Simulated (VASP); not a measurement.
Wanted: the native input for a VASP 6.6.1 run.

* Task: single point
* Functional: r2SCAN
* Potentials or basis: VASP PAW PBE potentials, release 64 (W_sv)
* Cutoff: 520 eV
* k mesh: 15 × 15 × 15
* Occupations: fermi-dirac, width 0.1 eV
* Spin: no spin polarisation
* Dipole correction: no
* Further INCAR settings: ALGO = Normal; EDIFF = 1e-06; NBANDS = 13

The system is W.

```
W
1.0
    -1.58156    1.58156    1.58156
     1.58156   -1.58156    1.58156
     1.58156    1.58156   -1.58156
W
1
Direct
  0.00000 0.00000 0.00000
```

The input as run:

POSCAR

```
W
1.0
   -1.5815551870      1.5815551870      1.5815551870
    1.5815551870     -1.5815551870      1.5815551870
    1.5815551870      1.5815551870     -1.5815551870
W
1
Direct
    0.0000000000      0.0000000000      0.0000000000
```

INCAR.step1

```
  PREC = Accurate
  ENCUT = 520
  ISMEAR = -1
  SIGMA = 0.1
  LREAL = F
  LASPH = T
  NELM = 80
  NBANDS = 13
  GGA = PE
  ALGO = Normal
  EDIFF = 1E-4
  LWAVE = T
  LCHARG = F
```

INCAR.step2

```
  PREC = Accurate
  ENCUT = 520
  EDIFF = 1E-6
  ISMEAR = -1
  SIGMA = 0.1
  LREAL = F
  LASPH = T
  NELM = 80
  ALGO = Normal
  ISIF = 2
  LWAVE = F
  LCHARG = F
  METAGGA = R2SCAN
  LMIXTAU = T
  NBANDS = 13
  ISTART = 1
```

KPOINTS

```
regular mesh
0
Gamma
  15 15 15
```

Potentials or basis: VASP PAW PBE potentials, release 64 (W_sv).

Launch:

```bash
$ cat potpaw_PBE.64/W_sv/POTCAR > POTCAR
$ cp INCAR.step1 INCAR
$ mpirun -np 1 vasp_std > vasp.out
$ cp INCAR.step2 INCAR
$ mpirun -np 1 vasp_std > vasp.out
```

It gave:

| Property | Result |
| --- | --- |
| Pressure | 3.0 GPa |
| Band gap on the k mesh | zero (band 7 reaches 16.13 eV, above the bottom of band 8 at 10.03 eV) |

Caveat: the PAW data sets were made with another functional, which shifts forces and pressure a little; spin-orbit coupling is left out, which moves the levels of the heavy elements.

Run time: 33 s on 1 thread of Intel(R) Xeon(R) 6975P-C (Granite Rapids) (shared host), peak memory 0.14 GiB.
